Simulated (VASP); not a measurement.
# BN (P6_3mc) in VASP: notebook

BN is run at these levels: r2SCAN; tasks: single point.

All numbers are computed with VASP 6.6.1; they aren't measurements. Logs are shortened: lines on timing, memory, paths and dates and some standing lists are left out, and cuts for length are marked.

## Step 1: The cell of the first run

It takes space group P6_3mc (No. 186, hexagonal). Conventional cell: a = 2.505 Å, b = 2.505 Å, c = 4.119 Å, α = 90.00°, β = 90.00°, γ = 120.00°. Within 2.0 Å of B (site symmetry 3m) lie 4 N at 1.54 Å. Within 2.0 Å of N (site symmetry 3m) lie 4 B at 1.54 Å.

## Step 2: Single point, r2SCAN (strained cell)

POSCAR reads:

```
BN
1.0
    2.5051775940      0.0000000000      0.0000000000
   -1.2525887970      2.1695474374      0.0000000000
    0.0000000000      0.0000000000      4.1185061782
B N
2 2
Direct
    0.3333333333      0.6666666667     -0.0001937424
    0.6666666667      0.3333333333      0.4998062576
    0.3333333333      0.6666666667      0.3741937424
    0.6666666667      0.3333333333      0.8741937424
```

INCAR.step1 reads:

```
ALGO = Normal
EDIFF = 1E-4
ENCUT = 520
GGA = PE
ISMEAR = 0
LASPH = True
LCHARG = False
LREAL = False
LWAVE = True
NBANDS = 16
NELM = 60
PREC = Accurate
SIGMA = 0.02
```

INCAR.step2 reads:

```
ALGO = Normal
EDIFF = 1E-6
ENCUT = 520
ISIF = 2
ISMEAR = 0
ISTART = 1
LASPH = True
LCHARG = False
LMIXTAU = True
LREAL = False
LWAVE = False
METAGGA = R2SCAN
NBANDS = 16
NELM = 60
PREC = Accurate
SIGMA = 0.02
```

KPOINTS reads:

```
k-points
0
Gamma
  9 9 6
```

Potentials or basis: VASP PAW PBE potentials, release 64 (B, N).

Launch:

```bash
cat potpaw_PBE.64/B/POTCAR potpaw_PBE.64/N/POTCAR > POTCAR
cp INCAR.step1 INCAR
mpirun -np 1 vasp_std > vasp.out
cp INCAR.step2 INCAR
mpirun -np 1 vasp_std > vasp.out
```

OUTCAR:

```text
EDIFF = 1E-6
   ENCUT = 520
   ISIF = 2
   ISMEAR = 0
   ISTART = 1
   LASPH = True
   LREAL = False
   METAGGA = R2SCAN
   NELM = 60
   PREC = Accurate

 ion  position               nearest neighbor table
   1  0.333  0.667  1.000-   4 1.54   4 1.54   4 1.54   3 1.54
   2  0.667  0.333  0.500-   3 1.54   3 1.54   3 1.54   4 1.54
   3  0.333  0.667  0.374-   2 1.54   2 1.54   2 1.54   1 1.54
   4  0.667  0.333  0.874-   1 1.54   1 1.54   1 1.54   2 1.54

  LATTYP: Found a hexagonal cell.
 ALAT       =     2.5051775940
 C/A-ratio  =     1.6439976902

  Lattice vectors:

 A1 = (   2.5051775940,   0.0000000000,   0.0000000000)
 A2 = (  -1.2525887970,   2.1695474374,   0.0000000000)
 A3 = (   0.0000000000,   0.0000000000,   4.1185061782)

Analysis of symmetry for initial positions (statically):
=====================================================================
 Subroutine PRICEL returns:
 Original cell was already a primitive cell.

 Routine SETGRP: Setting up the symmetry group for a
 hexagonal supercell.

 Subroutine GETGRP returns: Found 12 space group operations
 (whereof  6 operations were pure point group operations)
 out of a pool of 24 trial point group operations.

The static configuration has the point symmetry C_3v.
 The point group associated with its full space group is C_6v.

Analysis of symmetry for dynamics (positions and initial velocities):
=====================================================================
 Subroutine PRICEL returns:
 Original cell was already a primitive cell.

 Routine SETGRP: Setting up the symmetry group for a
 hexagonal supercell.

 Subroutine GETGRP returns: Found 12 space group operations
 (whereof  6 operations were pure point group operations)
 out of a pool of 24 trial point group operations.

The dynamic configuration has the point symmetry C_3v.
 The point group associated with its full space group is C_6v.

 Subroutine INISYM returns: Found 12 space group operations
 (whereof  6 operations are pure point group operations),
 and found     1 'primitive' translations

----------------------------------------------------------------------------------------

                                     Primitive cell

  volume of cell :      22.3845

  direct lattice vectors                    reciprocal lattice vectors
     2.505177594  0.000000000  0.000000000     0.399173297  0.230462811  0.000000000
    -1.252588797  2.169547437  0.000000000     0.000000000  0.460925621  0.000000000
     0.000000000  0.000000000  4.118506178     0.000000000  0.000000000  0.242806483

  length of vectors
     2.505177594  2.505177594  4.118506178     0.460925621  0.460925621  0.242806483

  position of ions in fractional coordinates (direct lattice)
     0.333333333  0.666666667  0.999806258
     0.666666667  0.333333333  0.499806258
     0.333333333  0.666666667  0.374193742
     0.666666667  0.333333333  0.874193742

  ion indices of the primitive-cell ions
   primitive index   ion index
                 1           1
                 2           2
                 3           3
                 4           4

----------------------------------------------------------------------------------------

 KPOINTS: k-points

Automatic generation of k-mesh.
 Grid dimensions read from file:
 generate k-points for:    9    9    6

 Generating k-lattice:

  Cartesian coordinates                     Fractional coordinates (reciprocal lattice)
     0.044352589  0.025606979  0.000000000     0.111111111  0.000000000  0.000000000
     0.000000000  0.051213958  0.000000000     0.000000000  0.111111111  0.000000000
     0.000000000  0.000000000  0.040467747     0.000000000  0.000000000  0.166666667

  Length of vectors
     0.051213958  0.051213958  0.040467747

  Shift w.r.t. Gamma in fractional coordinates (k-lattice)
     0.000000000  0.000000000  0.000000000

 Subroutine IBZKPT returns following result:
 ===========================================

 Found     48 irreducible k-points:

 Following reciprocal coordinates:
            Coordinates               Weight
  0.000000  0.000000  0.000000      1.000000
  0.111111 -0.000000  0.000000      6.000000
  0.222222 -0.000000  0.000000      6.000000
  0.333333 -0.000000  0.000000      6.000000
  0.444444 -0.000000  0.000000      6.000000
  0.111111  0.111111  0.000000      6.000000
[... 16 lines left out ...]
  0.333333  0.222222  0.166667     24.000000
  0.333333  0.333333  0.166667      4.000000
 [... further k-points ...]
   k-points           NKPTS =     48   k-points in BZ     NKDIM =     48   number of bands    NBANDS=     16
   number of dos      NEDOS =    301   number of ions     NIONS =      4
   total plane-waves  NPLWV =  12800
   dimension x,y,z NGX =    20 NGY =   20 NGZ =   32
   dimension x,y,z NGXF=    40 NGYF=   40 NGZF=   64
   ions per type =               2   2
   NGX,Y,Z   is equivalent  to a cutoff of  13.27, 13.27, 12.92 a.u.
   NGXF,Y,Z  is equivalent  to a cutoff of  26.54, 26.54, 25.83 a.u.
 SYSTEM =  unknown system
   PREC   = accura    normal or accurate (medium, high low for compatibility)
   ISTART =      1    job   : 0-new  1-cont  2-samecut
   ICHARG =      0    charge: 1-file 2-atom 10-const
   ISPIN  =      1    spin polarized calculation?
   LNONCOLLINEAR =      F non collinear calculations
   LSORBIT =      F    spin-orbit coupling
   LASPH  =      T    aspherical Exc in radial PAW
   ENCUT  =  520.0 eV  38.22 Ry    6.18 a.u.   4.66  4.66  7.66*2*pi/ulx,y,z
   NELM   =     60;   NELMIN=  2; NELMDL=  0     # of ELM steps
   EDIFF  = 0.1E-05   stopping-criterion for ELM
   LREAL  =      F    real-space projection
   EDIFFG = 0.1E-04   stopping-criterion for IOM
   NSW    =      0    number of steps for IOM
   IBRION =     -1    ionic relax: 0-MD 1-quasi-New 2-CG
   NFREE  =      0    steps in history (QN), initial steepest desc. (CG)
   ISIF   =      2    stress and relaxation
   ISYM   =      2    0-nonsym 1-usesym 2-fastsym
   POTIM  = 0.5000    time-step for ionic-motion
   TEBEG  =    0.0;   TEEND  =   0.0 temperature during run
   PSTRESS=    0.0 pullay stress
   NELECT =      16.0000    total number of electrons
   NUPDOWN=      -1.0000    fix difference up-down
   EMIN   =  10.00;   EMAX   =-10.00  energy-range for DOS
   EFERMI =   0.00;   METHOD = LEGACY
   ISMEAR =     0;   SIGMA  =   0.02  broadening in eV -4-tet -1-fermi 0-gaus
   EFERMI_NEDOS =   21; number of points for ismear=-14 and -15
   IALGO  =     38    algorithm
   IMIX   =      4    mixing-type and parameters
     AMIX     =   0.40;   BMIX     =  1.00
     AMIX_MAG =   1.60;   BMIX_MAG =  1.00
  volume/ion in A,a.u.               =       5.60        37.76
  Fermi-wavevector in a.u.,A,eV,Ry     =   1.463746  2.766079 29.151191  2.142552
  Thomas-Fermi vector in A             =   2.579804
   LORBIT       =      0    0 simple, 1 ext, 2 COOP (PROOUT), +10 PAW based schemes
   METAGGA = R2SCAN    functional components
   LHFCALC =     F    Hartree Fock is set to
   AEXX    =    0.0000 exact exchange contribution
   IVDW    =     0    specifies the selected vdW correction
   LEPSILON=     F    determine dielectric tensor
   LRPA    =     F    only Hartree local field effects (RPA)
 non-spin polarized calculation
 Gauss-broadening in eV      SIGMA  =   0.02
  energy-cutoff  :      520.00
  volume of cell :       22.38
 maximum number of plane-waves:       616
 NGX is ok and might be reduce to    20
   NGX =  9   NGY =  9   NGZ = 15

 number of electron      15.9999999 magnetization

 Free energy of the ion-electron system (eV)
  ---------------------------------------------------
  ext. energy  EPLUGINS =         0.00000000
  ---------------------------------------------------
  free energy    TOTEN  =       -38.17111836 eV

  energy without entropy =      -38.17111836  energy(sigma->0) =      -38.17111836

 E-fermi :   8.1982     XC(G=0): -13.9239

 val. band max:        8.0945700663   @ k =   0.0000   0.0000   0.0000
 cond. band min:      13.7436735569   @ k =   0.3333   0.3333   0.0000
 fundamental gap:      5.6491034906
 Fermi energy:         8.1982060024

 k-point     1 :       0.0000    0.0000    0.0000
  band No.  band energies     occupation
      1     -14.0289      2.00000
      2      -9.4763      2.00000
      3      -3.7446      2.00000
      4       5.7136      2.00000
      5       5.7136      2.00000
      6       7.8135      2.00000
[... 8 lines left out ...]
     15      21.2681      0.00000
     16      26.3342      0.00000

 k-point     2 :       0.1111   -0.0000    0.0000
  band No.  band energies     occupation
      1     -13.7403      2.00000
      2      -9.2564      2.00000
      3      -3.4601      2.00000
      4       4.4481      2.00000
      5       5.1885      2.00000
      6       7.0458      2.00000
[... 8 lines left out ...]
     15      22.1363      0.00000
     16      25.7414      0.00000

 k-point     3 :       0.2222   -0.0000    0.0000
  band No.  band energies     occupation
      1     -12.8917      2.00000
      2      -8.6595      2.00000
      3      -2.6277      2.00000
      4       1.7580      2.00000
      5       4.1266      2.00000
      6       4.7036      2.00000
[... 8 lines left out ...]
     15      24.2017      0.00000
     16      24.9117      0.00000

 k-point     4 :       0.3333   -0.0000    0.0000
  band No.  band energies     occupation
      1     -11.5561      2.00000
      2      -7.9800      2.00000
      3      -1.3602      2.00000
      4      -0.8170      2.00000
      5       2.1366      2.00000
      6       3.1797      2.00000
[... 8 lines left out ...]
     15      25.9660      0.00000
     16      26.4611      0.00000
[... 324 lines left out ...]
 k-point    22 :       0.2222    0.2222    0.1667
  band No.  band energies     occupation
      1     -10.6510      2.00000
      2      -7.9928      2.00000
      3      -1.1323      2.00000
      4       0.0001      2.00000
      5       0.8295      2.00000
      6       2.1140      2.00000
[... 8 lines left out ...]
     15      25.1026      0.00000
     16      26.2414      0.00000

 k-point    23 :       0.3333    0.2222    0.1667
  band No.  band energies     occupation
      1      -9.2499      2.00000
      2      -7.8836      2.00000
      3      -1.8114      2.00000
      4      -0.6148      2.00000
      5       0.4796      2.00000
      6       1.9159      2.00000
[... 8 lines left out ...]
     15      25.8767      0.00000
     16      26.5890      0.00000

 k-point    24 :       0.3333    0.3333    0.1667
  band No.  band energies     occupation
      1      -8.2646      2.00000
      2      -8.2646      2.00000
      3      -1.7938      2.00000
      4      -0.3709      2.00000
      5      -0.3709      2.00000
      6       1.7445      2.00000
[... 8 lines left out ...]
     15      26.1852      0.00000
     16      26.1852      0.00000

 [... further k-points ...]
[... 5 lines left out ...]
  --------------------------------------------------------------------------------------
  -------------------------------------------------------------------------------------
  Total        2.9891040      2.9891040      4.0159445      0.0000000      0.0000000      0.0000000
  in kB      213.9460216    213.9460216    287.4424385      0.0000000      0.0000000      0.0000000
  external PRESSURE =     238.4448272 kB  Pullay stress =       0.0000000 kB

 VOLUME and BASIS-vectors are now :
 -----------------------------------------------------------------------------
  energy-cutoff  :      520.00
  volume of cell :       22.38
      direct lattice vectors                 reciprocal lattice vectors
     2.505177594  0.000000000  0.000000000     0.399173297  0.230462811  0.000000000
    -1.252588797  2.169547437  0.000000000     0.000000000  0.460925621  0.000000000
     0.000000000  0.000000000  4.118506178     0.000000000  0.000000000  0.242806483

 POSITION                                       TOTAL-FORCE (eV/Angst)
 -----------------------------------------------------------------------------------
     -0.00000      1.44636      4.11771         0.000000     -0.000000      0.002146
      1.25259      0.72318      2.05846        -0.000000      0.000000      0.002146
     -0.00000      1.44636      1.54112        -0.000000     -0.000000     -0.002146
      1.25259      0.72318      3.60037         0.000000      0.000000     -0.002146
 -----------------------------------------------------------------------------------
    total drift:                                0.000000      0.000000     -0.001811

  FREE ENERGIE OF THE ION-ELECTRON SYSTEM (eV)
  ---------------------------------------------------
  free  energy   TOTEN  =       -38.1711183580 eV

  energy  without entropy=      -38.1711183580  energy(sigma->0) =      -38.17111836
```

Wall time 2.1 min (1 thread of AMD EPYC, shared host); peak memory 0.11 GiB.

What came out:

```
Free energy            : -38.1711 eV
Pressure               : 23.8 GPa
Band gap on the k mesh : 5.65 eV (least direct gap 9.20 eV)
```

Forces in eV/Å, atoms in the order of the input:
```
B    0.000  0.000  0.002
B    0.000  0.000  0.002
N    0.000  0.000 -0.002
N    0.000  0.000 -0.002
```

Caveat: the cell differs from its parent crystal (strained cell); the stress differs along the axes, from 21 to 29 GPa; the PAW data sets were made with another functional, which shifts forces and pressure a little.

(Continued in part 2 of 2.)
